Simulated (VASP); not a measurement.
Wanted: the native input for a VASP 6.6.1 run.

```yaml
Task: single point
Functional: PBEsol
Potentials_or_basis: VASP PAW PBE potentials, release 64 (Ta_pv, N)
Cutoff: 520 eV
k_mesh: 10 × 10 × 9
Occupations: fermi-dirac, width 0.05 eV
Spin: no spin polarisation
Hubbard_terms: Ta d U = 3.0 eV
Dipole_correction: no
k_mesh_for_the_DOS: 15 × 15 × 14
Occupations_for_the_DOS: tetrahedron
Further_INCAR_settings: ALGO = Normal; EDIFF = 1e-06
```

TaN:

```
Ta N
1.0
     2.93800    0.00000    0.00000
    -1.46900    2.54438    0.00000
     0.00000    0.00000    2.88300
Ta N
1 1
Direct
  0.00000 0.00000 0.50000
  0.66667 0.33333 0.00000
```

These files were run (other wordings do the same):

POSCAR

```
TaN
1.0
    2.9380000000      0.0000000000      0.0000000000
   -1.4690000000      2.5443826363      0.0000000000
    0.0000000000      0.0000000000      2.8830000000
Ta N
1 1
Direct
    0.0000000000      0.0000000000      0.5000000000
    0.6666666667      0.3333333333      0.0000000000
```

INCAR.step1

```
  PREC = Accurate
  ENCUT = 520
  EDIFF = 1E-6
  ISMEAR = -1
  SIGMA = 0.05
  LREAL = F
  LASPH = T
  NELM = 150
  ALGO = Normal
  ISIF = 2
  LWAVE = F
  LCHARG = T
  LMAXMIX = 4
  LDAU = T
  LDAUTYPE = 2
  LDAUL = 2 -1
  LDAUU = 3 0
  LDAUJ = 0 0
  LDAUPRINT = 1
  GGA = PS
  NBANDS = 15
```

KPOINTS.step1

```
Automatic mesh
0
Gamma
  10 10 9
```

INCAR.step2

```
  PREC = Accurate
  ENCUT = 520
  EDIFF = 1E-6
  ISMEAR = -5
  SIGMA = 0.05
  LREAL = F
  LASPH = T
  NELM = 150
  ALGO = Normal
  ISIF = 2
  LWAVE = F
  LCHARG = F
  LMAXMIX = 4
  LDAU = T
  LDAUTYPE = 2
  LDAUL = 2 -1
  LDAUU = 3 0
  LDAUJ = 0 0
  LDAUPRINT = 1
  GGA = PS
  LORBIT = 11
  NEDOS = 1001
  ICHARG = 11
```

KPOINTS.step2

```
Automatic mesh
0
Gamma
  15 15 14
```

Potentials or basis: VASP PAW PBE potentials, release 64 (Ta_pv, N).

Launch:

```bash
$ cat potpaw_PBE.64/Ta_pv/POTCAR potpaw_PBE.64/N/POTCAR > POTCAR
$ cp INCAR.step1 INCAR
$ cp KPOINTS.step1 KPOINTS
$ mpirun -np 1 vasp_std > vasp.out
$ cp INCAR.step2 INCAR
$ cp KPOINTS.step2 KPOINTS
$ mpirun -np 1 vasp_std > vasp.out
```

Results of the run:

The valence electrons inside the program's atomic spheres are Ta 8.93; N 3.73.

Caveat: U without spin polarisation on a metal has little footing.

Run time: 66 s on 1 thread of Intel Xeon 8259CL, with other jobs on the host, peak memory 0.19 GiB.
